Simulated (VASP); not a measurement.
Set up this calculation in VASP 6.6.1, as the native input.

- Task: single point
- Functional: HSE06
- Potentials or basis: VASP PAW PBE potentials, release 64 (Ba_sv, Te)
- Cutoff: 520 eV
- k mesh: 4 × 4 × 4
- Occupations: gaussian, width 0.01 eV
- Spin: no spin polarisation
- Dipole correction: no
- Grid for exact exchange (PRECFOCK): Normal
- Further INCAR settings: ALGO = Normal; EDIFF = 1e-06; NBANDS = 15
- Share of exact exchange: 0.25
- Screening parameter: 0.2079 1/Å

The system is BaTe.

```
Ba Te
1.0
     0.00000    3.53239    3.53239
     3.53239    0.00000    3.53239
     3.53239    3.53239    0.00000
Ba Te
1 1
Direct
  0.00000 0.00000 0.00000
  0.50000 0.50000 0.50000
```

The input as run:

POSCAR

```
BaTe
1.0
    0.0000000000      3.5323868249      3.5323868249
    3.5323868249      0.0000000000      3.5323868249
    3.5323868249      3.5323868249      0.0000000000
Ba Te
1 1
Direct
    0.0000000000      0.0000000000      0.0000000000
    0.5000000000      0.5000000000      0.5000000000
```

INCAR.step1

```
PREC = Accurate
ENCUT = 520
EDIFF = 1E-5
ISMEAR = 0
SIGMA = 0.01
LREAL = F
LASPH = T
NELM = 80
ALGO = Normal
ISIF = 2
LWAVE = T
LCHARG = F
GGA = PE
NBANDS = 15
```

INCAR.step2

```
PREC = Accurate
ENCUT = 520
EDIFF = 1E-6
ISMEAR = 0
SIGMA = 0.01
LREAL = F
LASPH = T
NELM = 80
ALGO = Normal
ISIF = 2
LWAVE = F
LCHARG = F
GGA = PE
LHFCALC = T
HFSCREEN = 0.2079
PRECFOCK = Normal
ISTART = 1
NBANDS = 15
```

KPOINTS

```
regular mesh
0
Gamma
  4 4 4
```

Potentials or basis: VASP PAW PBE potentials, release 64 (Ba_sv, Te).

Run with:

```bash
$ cat potpaw_PBE.64/Ba_sv/POTCAR potpaw_PBE.64/Te/POTCAR > POTCAR
$ cp INCAR.step1 INCAR
$ mpirun -np 1 vasp_std > vasp.out
$ cp INCAR.step2 INCAR
$ mpirun -np 1 vasp_std > vasp.out
```

It gave:

```json
{
 "Pressure": "0.0 GPa",
 "Band gap on the k mesh": "2.30 eV (least direct gap 2.73 eV)"
}
```

Caveat: the PAW data sets were made with another functional, which shifts forces and pressure a little; spin-orbit coupling is left out, which moves the levels of the heavy elements.

Wall time 22 min on 1 thread of AMD EPYC 7R43 64-Core Processor (Zen 3), on a shared host, peak memory 0.33 GiB.
